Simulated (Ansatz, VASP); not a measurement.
Ti in VASP and in Ansatz

File INCAR:

```
SYSTEM = Ti
ALGO     = Normal         ! electronic algorithm
EDIFF    = 1E-6           ! SCF threshold, eV
ENCUT    = 520            ! plane-wave cutoff, eV
GGA      = RP             ! functional
ISIF     = 2              ! what is computed and relaxed
ISMEAR   = -1             ! smearing method
LASPH    = .TRUE.         ! aspherical terms in the spheres
LCHARG   = .TRUE.         ! write CHGCAR
LELF     = .TRUE.         ! ELF
LREAL    = .FALSE.        ! projectors in reciprocal space
LVHAR    = .TRUE.       
LWAVE    = .FALSE.        ! write WAVECAR
NBANDS   = 25             ! bands
NELM     = 80             ! most SCF steps
PREC     = Accurate       ! precision mode
SIGMA    = 0.1            ! smearing width, eV
```

File KPOINTS:

```
k-points
0
G
  9 9 12
  0 0 0
```

The input POSCAR:

```
Ti
1.0
    4.4356494987      0.0000000000      0.0000000000
   -2.2178247494      3.8413851482      0.0000000000
    0.0000000000      0.0000000000      2.7375847452
Ti
3
Direct
    0.0000000000      0.0000000000      0.0000000000
    0.3333333333      0.6666666667      0.5000000000
    0.6666666667      0.3333333333      0.5000000000
```

Input for Ansatz:

```yaml
crystal:
  lattice:
    - [4.4356494987, 0.0, 0.0]
    - [-2.2178247494, 3.8413851482, 0.0]
    - [0.0, 0.0, 2.7375847452]
  atoms:
    - { symbol: Ti, position: [0.0, 0.0, 0.0] }
    - { symbol: Ti, position: [0.3333333333, 0.6666666667, 0.5] }
    - { symbol: Ti, position: [0.6666666667, 0.3333333333, 0.5] }
hamiltonian:
  xc: rpbe
  pseudopotentials:
    kind: paw
    azcp:
      Ti: "pseudopotentials/Ti.paw.azcp"
basis:
  ecutwfc: 420
  fft_grid_basis: typed
kpoints:
  mp_grid: { grid: [9, 9, 12], shift: [0, 0, 0] }
magnetization:
  spin_polarized: false
scf:
  occupations: { method: fermi_dirac, width: 0.1 }
  lower_state_search: "off"
output:
  stress: true
```

Alike in both runs: task single point; functional RPBE; k mesh 9 × 9 × 12; occupations fermi-dirac, width 0.1 eV; no spin polarisation.

|  | VASP | Ansatz |
| --- | --- | --- |
| version | VASP 6.6.1 | Ansatz 0.2.0 |
| potentials or method | VASP PAW PBE potentials, release 64 (Ti_sv), cutoff 520 eV | plane waves (420 eV) with PAW, scalar-relativistic |
| valence electrons in the cell | 36 | 36 |

Ansatz gave:

| Item | Value |
| --- | --- |
| pressure (GPa) | 16.8 |
| traceless stress, the component that is largest in VASP (GPa) | 0.69 |

Problem. Estimate VASP's values.

Solution. Pressure (GPa): 16.4; traceless stress, the component that is largest in VASP (GPa): 0.69.

VASP's potentials were made for PBE, not for RPBE. The functional is the same, so the differences come from potentials, cutoffs and numerics.
